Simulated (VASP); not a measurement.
**NiMoIrPdW: single point with PBE**

NiMoIrPdW:

```
Ni Mo Pd Ir W
1.0
     2.37545   -1.45022    0.00918
     2.37545    1.45022    0.00918
    -2.23503    0.00000   11.06749
Ni Mo Pd Ir W
1 1 1 1 1
Direct
  0.49838 0.49838 0.29525
  0.31773 0.31773 0.91207
  0.24733 0.24733 0.49061
  0.74982 0.74982 0.10802
  0.68673 0.68673 0.69406
```

- Program: VASP 6.6.1
- Task: single point
- Functional: PBE
- Potentials or basis: VASP PAW PBE potentials, release 64 (Ni, Mo_sv, Pd, Ir, W_sv)
- Cutoff: 520 eV
- k mesh: 8 × 8 × 2
- Occupations: fermi-dirac, width 0.05 eV
- Spin: collinear spin, ferromagnetic start
- Starting moments: [1.0, 1.0, 0.0, 0.6, 0.0] μB
- Dipole correction: no
- Further INCAR settings: ALGO = Normal; EDIFF = 1e-06; NBANDS = 40

| Item | Value |
| --- | --- |
| Pressure | -8.9 GPa |
| Largest force | 0.181 eV/Å |
| Net moment | 0.00 μB per cell |
| Valence electrons inside the program's atomic spheres | Ni 9.08; Mo 12.44; Pd 9.48; Ir 8.22; W 11.96 |

Forces on the atoms (eV/Å):
```
Ni  -0.003  0.000 -0.140
Mo   0.034  0.000  0.078
Pd  -0.007  0.000  0.180
Ir   0.004  0.000 -0.120
W   -0.029  0.000  0.001
```

Stress tensor (GPa, compression positive):
```
-8.62  0.00  0.26
 0.00 -9.44  0.00
 0.26  0.00 -8.72
```

Levels at points of the mesh, in eV from the Fermi level:
Spin up:
```csv
k point,band 25,band 26,band 27,band 28,band 29,band 30,band 31,band 32
"(0.00, 0.00, 0.00)",-1.17,-0.80,-0.78,-0.74,-0.73,-0.48,-0.13,0.01
"(0.50, 0.00, 0.00)",-0.49,-0.35,-0.19,0.72,1.25,1.28,1.54,1.89
"(0.50, 0.50, 0.00)",-0.26,-0.13,-0.05,0.21,1.01,1.10,1.82,2.65
"(0.00, 0.00, 0.50)",-1.42,-1.36,-0.90,-0.78,-0.49,-0.45,-0.02,0.38
"(0.50, 0.00, 0.50)",-0.46,-0.19,-0.11,0.68,0.74,0.99,1.69,2.29
"(0.50, 0.50, 0.50)",-0.14,-0.05,0.28,0.50,0.75,1.00,1.85,2.65
```
Spin down:
| k point | band 24 | band 25 | band 26 | band 27 | band 28 | band 29 | band 30 | band 31 | band 32 | band 33 |
| --- | --- | --- | --- | --- | --- | --- | --- | --- | --- | --- |
| (0.00, 0.00, 0.00) | -1.55 | -1.17 | -0.80 | -0.78 | -0.74 | -0.73 | -0.48 | -0.13 | 0.01 | 0.49 |
| (0.50, 0.00, 0.00) | -0.65 | -0.49 | -0.35 | -0.19 | 0.72 | 1.25 | 1.28 | 1.54 | 1.89 | 2.23 |
| (0.50, 0.50, 0.00) | -0.45 | -0.26 | -0.13 | -0.05 | 0.21 | 1.01 | 1.10 | 1.82 | 2.65 | 2.77 |
| (0.00, 0.00, 0.50) | -1.52 | -1.42 | -1.36 | -0.90 | -0.78 | -0.49 | -0.45 | -0.02 | 0.38 | 0.62 |
| (0.50, 0.00, 0.50) | -0.59 | -0.46 | -0.19 | -0.11 | 0.68 | 0.74 | 0.99 | 1.69 | 2.29 | 2.57 |
| (0.50, 0.50, 0.50) | -0.44 | -0.14 | -0.05 | 0.28 | 0.50 | 0.75 | 1.00 | 1.85 | 2.65 | 2.66 |

Wall time 3.3 min on 1 thread of Intel(R) Xeon(R) 6975P-C (Granite Rapids) (shared host), peak memory 0.41 GiB.

Caveat: the cell stands under tension; spin-orbit coupling is left out, which moves the levels of the heavy elements.
